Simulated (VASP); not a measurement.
A run of VASP 6.6.1 is set up as follows.

File INCAR:

```
PREC = Accurate
ENCUT = 520
EDIFF = 1E-7
ISMEAR = 0
SIGMA = 0.05
LREAL = False
LASPH = True
NELM = 80
ALGO = Normal
ISIF = 2
LWAVE = False
LCHARG = True
GGA = PS
LELF = True
LVHAR = True
NBANDS = 15
```

The input KPOINTS:

```
regular mesh
0
Gamma
  6 6 6
```

The input POSCAR:

```
KI
1.0
    0.0000000000      3.8065140000      3.3835680000
    3.8065140000      0.0000000000      3.3835680000
    3.8065140000      3.8065140000      0.0000000000
K I
1 1
Direct
    0.0000000000      0.0000000000      0.0000000000
    0.5000000000      0.5000000000      0.5000000000
```

Potentials or basis: VASP PAW PBE potentials, release 64 (K_sv, I).

Command:

```console
$ cat potpaw_PBE.64/K_sv/POTCAR potpaw_PBE.64/I/POTCAR > POTCAR
$ mpirun -np 1 vasp_std > vasp.out
```

Q: What does it give for the band gap on the k mesh?

A: 3.61 eV.

Q: Estimate the pressure.

A: -0.7 GPa.

Stress tensor (GPa, compression positive):
```
-1.41  0.00  0.00
 0.00 -1.41  0.00
 0.00  0.00  0.61
```

Caveat: the cell differs from its parent crystal (strain +0.080 along x and y, -0.040 along z); the PAW data sets were made with another functional, which shifts forces and pressure a little; spin-orbit coupling is left out, which moves the levels of the heavy elements.
